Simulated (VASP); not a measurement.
Wanted: the native input for a VASP 6.6.1 run.

| Item | Value |
| --- | --- |
| Task | single point |
| Functional | PBE |
| Potentials or basis | VASP PAW PBE potentials, release 64 (Mg) |
| Cutoff | 520 eV |
| k mesh | 14 × 14 × 14 |
| Occupations | gaussian, width 0.1 eV |
| Spin | no spin polarisation |
| Dipole correction | no |
| Further INCAR settings | ALGO = Normal; EDIFF = 1e-07; NBANDS = 7 |

The structure of Mg lies in POSCAR:

```
Mg
1.0
   -0.0515281178      2.1963860195      2.1463839958
    2.1963860195     -0.0515281178      2.1463839958
    2.2346281418      2.2346281418     -0.0897702400
Mg
1
Direct
    0.0000000000      0.0000000000      0.0000000000
```

This cell differs from its parent crystal: strained.

These files were run (other wordings do the same):

INCAR

```
SYSTEM = Mg
PREC = Accurate
ENCUT = 520
EDIFF = 1E-7
ISMEAR = 0
SIGMA = 0.1
LREAL = .FALSE.
LASPH = .TRUE.
NELM = 60
ALGO = Normal
ISIF = 2
LWAVE = .FALSE.
LCHARG = .TRUE.
GGA = PE
LELF = .TRUE.
LVHAR = .TRUE.
NBANDS = 7
```

KPOINTS

```
regular mesh
0
G
  14 14 14
  0 0 0
```

Potentials or basis: VASP PAW PBE potentials, release 64 (Mg).

Run with:

```bash
$ cat potpaw_PBE.64/Mg/POTCAR > POTCAR
$ mpirun -np 1 vasp_std > vasp.out
```

Results of the run:

```yaml
Pressure: 2.0 GPa
Band_gap_on_the_k_mesh: zero (bands 1 and 2 overlap by 2.79 eV)
```

Caveat: the cell differs from its parent crystal (strained).

It took 52 s on 1 thread of AMD EPYC 9R45 96-Core Processor (Zen 5), on a shared host, peak memory 0.21 GiB.
